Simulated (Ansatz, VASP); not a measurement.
## InRu2: VASP beside Ansatz

```
In Ru
1.0
     0.00000    3.72781    3.72781
     3.72781    0.00000    3.72781
     3.72781    3.72781    0.00000
In Ru
2 4
Direct
  0.00000 0.00000 0.00000
  0.25000 0.25000 0.25000
  0.62500 0.12500 0.62500
  0.62500 0.62500 0.12500
  0.12500 0.62500 0.62500
  0.62500 0.62500 0.62500
```

Change from the starting cell: species swapped into the MgCu2 type (Fd-3m, No. 227).

Alike in both runs: task relaxation of cell and atoms; functional PBE; k mesh 4 × 4 × 4; occupations gaussian, width 0.1 eV; no spin polarisation.

|  | VASP | Ansatz |
| --- | --- | --- |
| version | VASP 6.6.1 | Ansatz 0.2.0 |
| potentials or method | VASP PAW PBE potentials, release 64 (In_d, Ru_pv), cutoff 600 eV | scalar-relativistic, plane waves, PAW |
| valence electrons in the cell | 82 | 90 |

|  | VASP | Ansatz | Ansatz less VASP |
| --- | --- | --- | --- |
| gap on the k mesh at the Fermi level, each at its own relaxed structure (eV) | none | none | - |
| relaxed volume (Å³/atom) | 16.72 | 16.71 | -0.010 |
| relaxed cell length with the largest relative difference (Å) | 5.215 | 5.214 | -0.0011 |

A gap of «none» marks a metal or a gap that the smearing closes. VASP's potentials hold 82 valence electrons a cell and Ansatz's 90, so a difference there can come from the potentials and not from the codes.

The k mesh is coarse, so the values compare programs but aren't converged.
